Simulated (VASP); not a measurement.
Runs of VASP 6.6.1 on Se. The structure is that of space group Cmcm (No. 63), or close to it. The cells are those of the table. 

```tsv
task	level	spin	cell	k mesh	smearing	k mesh for the DOS	occupations for the DOS	gap on the mesh (eV)	pressure (GPa)	largest force (eV/Å)
single point	PBE	off	a = 4.051, b = 4.051, c = 4.374 Å, angles 90.0, 90.0, 141.9°, 2 atoms	2 × 2 × 2, shifted	gaussian 0.1 eV	-	-	none	14.4	0.38
single point	PBE	non-collinear, zero start, SOC	a = 4.273, b = 4.273, c = 4.613 Å, angles 90.0, 90.0, 141.9°, 2 atoms	4 × 4 × 2	gaussian 0.1 eV	-	-	-	(a)	0.90
single point	PBE	off	a = 4.273, b = 4.273, c = 4.613 Å, angles 90.0, 90.0, 141.9°, 2 atoms	3 × 3 × 2	gaussian 0.1 eV	-	-	none	0.3	1.25
single point	r2SCAN	off	a = 4.273, b = 4.273, c = 4.613 Å, angles 90.0, 90.0, 141.9°, 2 atoms	3 × 3 × 2	gaussian 0.1 eV	-	-	none	-1.3	1.17
single point	PBE	off	a = 4.273, b = 4.273, c = 4.613 Å, angles 90.0, 90.0, 141.9°, 2 atoms	2 × 2 × 1	gaussian 0.1 eV	-	-	none	(b)	1.46
single point	PBE	off	a = 4.273, b = 4.273, c = 4.613 Å, angles 90.0, 90.0, 141.9°, 2 atoms	6 × 6 × 4	gaussian 0.1 eV	-	-	none	2.5	0.01
single point	PBE	off	a = 4.273, b = 4.273, c = 4.613 Å, angles 90.0, 90.0, 141.9°, 2 atoms	6 × 6 × 4	fermi-dirac 0.014 eV	-	-	none	1.6	0.34
```

Alike in all rows: potentials or basis VASP PAW PBE potentials, release 64 (Se); cutoff (eV) 520.

Question: Fill in the values left out.

Answer: (a) 2.7; (b) -0.9.

Caveats: all runs use coarse meshes; forces of over 1 eV/Å act on the atoms, so gaps and moduli don't describe the material at rest (some runs); the PAW data sets were made with another functional, which shifts forces and pressure a little (some runs).

A k mesh can miss the band edges, and rows without SOC leave out spin-orbit coupling on Se.

A gap of «none» marks levels without a gap at the run's occupations.
